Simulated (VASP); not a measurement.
# BAs (e600) (F-43m) in VASP: vibrations by perturbation theory with PBE

Aim: the vibrations by perturbation theory of BAs (e600) with PBE.

Program: VASP 6.6.1. These are calculated values, not measurements. Logs are shortened: lines on timing, memory, paths and dates and some standing lists are left out, and cuts for length are marked.

### 1 The cell of the first run

The structure is cubic, space group F-43m (No. 216). The conventional cell has a = 4.626 Å, b = 4.626 Å, c = 4.626 Å, α = 90.00°, β = 90.00°, γ = 90.00°. B (site symmetry -43m) has 4 As at 2.00 Å within 2.7 Å. Within 2.7 Å of As (site symmetry -43m) lie 4 B at 2.00 Å.

### 2 Vibrations by perturbation theory, PBE

Contents of INCAR:

```
SYSTEM = BAs
  ALGO = Normal
  EDIFF = 1E-8
  ENCUT = 500
  GGA = PE
  GGA_COMPAT = .False.
  IBRION = 8
  ISIF = 2
  ISMEAR = 0
  LASPH = .True.
  LCHARG = .True.
  LEPSILON = .True.
  LREAL = .False.
  LWAVE = .False.
  NELM = 120
  NSW = 1
  PREC = Accurate
  SIGMA = 0.01
```

Contents of KPOINTS:

```
k-points
0
Gamma
  10 10 10
  0 0 0
```

Contents of POSCAR:

```
BAs
1.0
    0.0000000000      2.3131270700      2.3131270700
    2.3131270700      0.0000000000      2.3131270700
    2.3131270700      2.3131270700      0.0000000000
B As
1 1
Direct
    0.0000000000      0.0000000000      0.0000000000
    0.2500000000      0.2500000000      0.2500000000
```

Potentials or basis: VASP PAW PBE potentials, release 64 (B, As).

Launch:

```console
$ cat potpaw_PBE.64/B/POTCAR potpaw_PBE.64/As/POTCAR > POTCAR
$ mpirun -np 1 vasp_std > vasp.out
```

OUTCAR:

```text
SYSTEM = BAs
   EDIFF = 1E-8
   ENCUT = 500
   GGA = PE
   IBRION = 8
   ISIF = 2
   ISMEAR = 0
   LASPH = .True.
   LEPSILON = .True.
   LREAL = .False.
   NELM = 120
   NSW = 1
   PREC = Accurate

 ion  position               nearest neighbor table
   1  0.000  0.000  0.000-   2 2.00   2 2.00   2 2.00   2 2.00
   2  0.250  0.250  0.250-   1 2.00   1 2.00   1 2.00   1 2.00

  LATTYP: Found a face centered cubic cell.
 ALAT       =     4.6262541400

  Lattice vectors:

 A1 = (   0.0000000000,   2.3131270700,   2.3131270700)
 A2 = (   2.3131270700,   0.0000000000,   2.3131270700)
 A3 = (   2.3131270700,   2.3131270700,   0.0000000000)

Analysis of symmetry for initial positions (statically):
=====================================================================
 Subroutine PRICEL returns:
 Original cell was already a primitive cell.

 Routine SETGRP: Setting up the symmetry group for a
 face centered cubic supercell.

 Subroutine GETGRP returns: Found 24 space group operations
 (whereof 24 operations were pure point group operations)
 out of a pool of 48 trial point group operations.

The static configuration has the point symmetry T_d .

Analysis of symmetry for dynamics (positions and initial velocities):
=====================================================================
 Subroutine PRICEL returns:
 Original cell was already a primitive cell.

 Routine SETGRP: Setting up the symmetry group for a
 face centered cubic supercell.

 Subroutine GETGRP returns: Found 24 space group operations
 (whereof 24 operations were pure point group operations)
 out of a pool of 48 trial point group operations.

The dynamic configuration has the point symmetry T_d .

 Subroutine INISYM returns: Found 24 space group operations
 (whereof 24 operations are pure point group operations),
 and found     1 'primitive' translations

----------------------------------------------------------------------------------------

                                     Primitive cell

  volume of cell :      24.7530

  direct lattice vectors                    reciprocal lattice vectors
     0.000000000  2.313127070  2.313127070    -0.216157602  0.216157602  0.216157602
     2.313127070  0.000000000  2.313127070     0.216157602 -0.216157602  0.216157602
     2.313127070  2.313127070  0.000000000     0.216157602  0.216157602 -0.216157602

  length of vectors
     3.271255674  3.271255674  3.271255674     0.374395949  0.374395949  0.374395949

  position of ions in fractional coordinates (direct lattice)
     0.000000000  0.000000000  0.000000000
     0.250000000  0.250000000  0.250000000

  ion indices of the primitive-cell ions
   primitive index   ion index
                 1           1
                 2           2

----------------------------------------------------------------------------------------

 KPOINTS: k-points

Automatic generation of k-mesh.
 Grid dimensions read from file:
 generate k-points for:   10   10   10

 Generating k-lattice:

  Cartesian coordinates                     Fractional coordinates (reciprocal lattice)
[... 413 lines left out ...]
  ---------------------------------------------------
  ---------------------------------------------------
  free energy    TOTEN  =        -0.62634606 eV

  energy without entropy =       -0.62634606

------------------------ aborting loop because EDIFF is reached ----------------------------------------

--------------------------------------- Ionic step        2  -------------------------------------------

------------------------ aborting loop because EDIFF is reached ----------------------------------------

--------------------------------------- Ionic step        3  -------------------------------------------

------------------------ aborting loop because EDIFF is reached ----------------------------------------

 PIEZOELECTRIC TENSOR FIELD DIRECTION 3  (e Angst)
 -----------------------------------------------------------------------------
    -0.00049  0.35583  0.00000           ( -0.00000  0.09837  0.00000)
     0.35583 -0.00049  0.00000           (  0.09837 -0.00000  0.00000)
     0.00000  0.00000  0.00009           (  0.00000  0.00000 -0.00000)

 PIEZOELECTRIC TENSOR FIELD DIRECTION 3  (C/m^2)
 -----------------------------------------------------------------------------
    -0.00031  0.23032  0.00000
     0.23032 -0.00031  0.00000
     0.00000  0.00000  0.00006

--------------------------------------- Ionic step        4  -------------------------------------------

------------------------ aborting loop because EDIFF is reached ----------------------------------------

[... ionic steps 5 to 6 ...]

--------------------------------------- Ionic step        7  -------------------------------------------

 Free energy of the ion-electron system (eV)
  ---------------------------------------------------
  ---------------------------------------------------
  free energy    TOTEN  =        -0.03605415 eV

  energy without entropy =       -0.03605415

------------------------ aborting loop because EDIFF is reached ----------------------------------------

 INTERNAL STRAIN TENSOR  FOR ION    2  DIRECTION 1   (eV/Angst):
 -----------------------------------------------------------------------------
     0.00612  0.00000  0.00000
     0.00000 -0.00076-11.70564
     0.00000-11.70564 -0.00076

 MACROSCOPIC STATIC DIELECTRIC TENSOR (including local field effects in DFT)
 ------------------------------------------------------
           9.537232     0.000000     0.000000
           0.000000     9.537232     0.000000
           0.000000     0.000000     9.537232
 ------------------------------------------------------

 PIEZOELECTRIC TENSOR (including local field effects)  for field in x, y, z        (e  Angst)
          XX          YY          ZZ          XY          YZ          ZX
  --------------------------------------------------------------------------------
  x     0.00000     0.00000    -0.00000     0.00000     0.35076     0.00000
  y    -0.00000     0.00000     0.00000     0.00000     0.00000     0.35076
  z    -0.00000     0.00000     0.00000     0.35076     0.00000     0.00000

 PIEZOELECTRIC TENSOR (including local field effects)  for field in x, y, z        (C/m^2)
          XX          YY          ZZ          XY          YZ          ZX
  --------------------------------------------------------------------------------
  x     0.00000     0.00000    -0.00000     0.00000     0.22703     0.00000
  y    -0.00000     0.00000     0.00000     0.00000     0.00000     0.22703
  z    -0.00000     0.00000     0.00000     0.22703     0.00000     0.00000

 BORN EFFECTIVE CHARGES (including local field effects) (in |e|, cummulative output)
 ---------------------------------------------------------------------------------
 ion    1
    1    -0.81789     0.00000     0.00000
    2    -0.00000    -0.81789     0.00000
    3     0.00000    -0.00000    -0.81789
 ion    2
    1     0.81789    -0.00000    -0.00000
    2     0.00000     0.81789    -0.00000
    3     0.00000     0.00000     0.81789

 INTERNAL STRAIN TENSOR FOR ION    2 for displacements in x,y,z  (eV/Angst):
          X           Y           Z          XY          YZ          ZX
  --------------------------------------------------------------------------------
  x    -0.00000     0.00000    -0.00000     0.00000   -11.70564     0.00000
  y     0.00000    -0.00000    -0.00000     0.00000     0.00000   -11.70564
  z     0.00000    -0.00000    -0.00000   -11.70564     0.00000     0.00000

 SECOND DERIVATIVES (NOT SYMMETRIZED)
 ------------------------------------
               1X          1Y          1Z          2X          2Y          2Z
  1X   -20.387827    0.000000    0.000000   20.387827    0.000000    0.000000
  1Y     0.000000  -20.387827    0.000000    0.000000   20.387827    0.000000
  1Z     0.000000    0.000000  -20.387827    0.000000    0.000000   20.387827
  2X    20.386809    0.000000    0.000000  -20.386809    0.000000    0.000000
  2Y     0.000000   20.386809    0.000000    0.000000  -20.386809    0.000000
  2Z     0.000000    0.000000   20.386809    0.000000    0.000000  -20.386809

 Eigenvectors and eigenvalues of the dynamical matrix
 ----------------------------------------------------

   1 f  =   22.965253 THz   144.294938 2PiTHz  766.038374 cm-1    94.976611 meV
             X         Y         Z           dx          dy          dz
      0.000000  0.000000  0.000000     0.000000    0.934829    0.000000
      1.156564  1.156564  1.156564     0.000000   -0.355099    0.000000
[... 21 lines left out ...]
   6 f/i=    0.000190 THz     0.001196 2PiTHz    0.006350 cm-1     0.000787 meV
             X         Y         Z           dx          dy          dz
      0.000000  0.000000  0.000000     0.000000   -0.355099    0.000000
      1.156564  1.156564  1.156564     0.000000   -0.934829    0.000000

--------------------------------------------------------------------------------------------------------

 MACROSCOPIC STATIC DIELECTRIC TENSOR IONIC CONTRIBUTION
 ------------------------------------------------------
           0.239865    -0.000000    -0.000000
          -0.000000     0.239865    -0.000000
          -0.000000    -0.000000     0.239865
 ------------------------------------------------------

 ELASTIC MODULI CONTR FROM IONIC RELAXATION (kBar)
 Direction    XX          YY          ZZ          XY          YZ          ZX
 --------------------------------------------------------------------------------
 XX          -0.0000      0.0000      0.0000      0.0000     -0.0000     -0.0000
 YY           0.0000     -0.0000     -0.0000      0.0000      0.0000     -0.0000
 ZZ           0.0000     -0.0000     -0.0000     -0.0000     -0.0000     -0.0000
 XY           0.0000      0.0000     -0.0000   -449.5322      0.0000      0.0000
 YZ          -0.0000      0.0000     -0.0000      0.0000   -449.5322      0.0000
 ZX          -0.0000     -0.0000     -0.0000      0.0000      0.0000   -449.5322
 --------------------------------------------------------------------------------

 PIEZOELECTRIC TENSOR IONIC CONTR  for field in x, y, z        (C/m^2)
          XX          YY          ZZ          XY          YZ          ZX
  --------------------------------------------------------------------------------
  x    -0.00000     0.00000    -0.00000     0.00000    -0.30898     0.00000
  y    -0.00000    -0.00000    -0.00000     0.00000    -0.00000    -0.30898
  z     0.00000     0.00000    -0.00000    -0.30898     0.00000     0.00000
```

Wall time 1.8 min (1 thread of Intel Xeon 6975P-C, shared host); peak memory 0.22 GiB.

Results:

| Quantity | Value |
| --- | --- |
| Electronic dielectric tensor (diagonal) | 9.54 |
| Born charges (mean of the diagonal) | B -0.82; As +0.82 e |
| Highest phonon frequency at Γ, LO-TO splitting left out | 766 cm⁻¹ |

Phonon frequencies in cm⁻¹ (negative: imaginary):
```csv
q point,frequencies
"(0.000, 0.000, 0.000)",0 0 0 766 766 766
```

Electronic dielectric tensor:
```
9.54 0.00 0.00
0.00 9.54 0.00
0.00 0.00 9.54
```

Born effective charge tensors (e):
atom 1, B
```
-0.82  0.00  0.00
 0.00 -0.82  0.00
 0.00  0.00 -0.82
```
atom 2, As
```
0.82 0.00 0.00
0.00 0.82 0.00
0.00 0.00 0.82
```

Caveat: the cell wasn't relaxed at this level first, which shifts response properties.
